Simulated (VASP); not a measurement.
Write the native input for VASP 6.6.1 that does the following.

| Property | Result |
| --- | --- |
| Task | single point |
| Functional | PBE |
| Dispersion | D3(BJ) |
| Potentials or basis | VASP PAW PBE potentials, release 64 (F_h, H_h) |
| Cutoff | 1010 eV |
| k mesh | 1 × 1 × 1 |
| Occupations | fermi-dirac, width 0.02 eV |
| Spin | no spin polarisation |
| Dipole correction | no |
| Further INCAR settings | LREAL = Auto; ALGO = Normal; EDIFF = 1e-06; NBANDS = 46 |

The structure of HF lies in POSCAR:

```
HF
1.0
    6.2556220000      0.0000000000      0.0000000000
    0.0000000000      6.2556220000      0.0000000000
    0.0000000000      0.0000000000      6.2556220000
F H
8 8
Direct
    0.6579361733      0.5710862965      0.2978440833
   -0.1265421728      0.2089320614      0.1882786396
    0.4370948245     -0.0998781576      0.2212729605
    0.3071477145      0.4463025419      0.3849177588
    0.1727566020      0.2038806053      0.6337019724
    0.5246001117      0.8080411508      0.8272398812
    0.4135639909      0.2173404979      0.9736042235
    0.8532005291      0.9513682253      0.6258210614
    0.6166932721      0.7211752884      0.2604377311
   -0.1560835997      0.3556640731      0.1838186514
    0.4204697790     -0.0010550510      0.1135298776
    0.4568370659      0.4732223271      0.3718575067
    0.2184115345      0.3222381403      0.5365253847
    0.6537639263      0.8623602897      0.7770290468
    0.3158918490      0.2009712224      0.8546712062
    0.9669062485      1.0526371318      0.6191071008
```

One way to write it, as run:

INCAR

```
SYSTEM = HF
PREC = Accurate ; ENCUT = 1010
EDIFF = 1E-6 ; ISMEAR = -1
SIGMA = 0.02 ; LREAL = Auto
LASPH = .TRUE. ; NELM = 120
ALGO = Normal ; ISIF = 2
LWAVE = .FALSE. ; LCHARG = .TRUE.
GGA = PE ; IVDW = 12
LELF = .TRUE. ; LVHAR = .TRUE.
NBANDS = 46 ; GGA_COMPAT = .FALSE.
```

KPOINTS

```
Automatic mesh
0
G
  1 1 1
  0 0 0
```

Potentials or basis: VASP PAW PBE potentials, release 64 (F_h, H_h).

Launch:

```bash
$ cat potpaw_PBE.64/F_h/POTCAR potpaw_PBE.64/H_h/POTCAR > POTCAR
$ mpirun -np 1 vasp_gam > vasp.out
```

It gave:

```yaml
Pressure: 0.8 GPa
Largest_force: 2.577 eV/Å
Dispersion_energy_per_atom: -0.021 eV
```

Caveat: the k points lie up to 1.00 Å⁻¹ apart, too coarse for converged energies, forces and pressures.

Run time: 44 s on 1 thread of Intel(R) Xeon(R) 6975P-C (Granite Rapids) (shared host), peak memory 0.62 GiB.
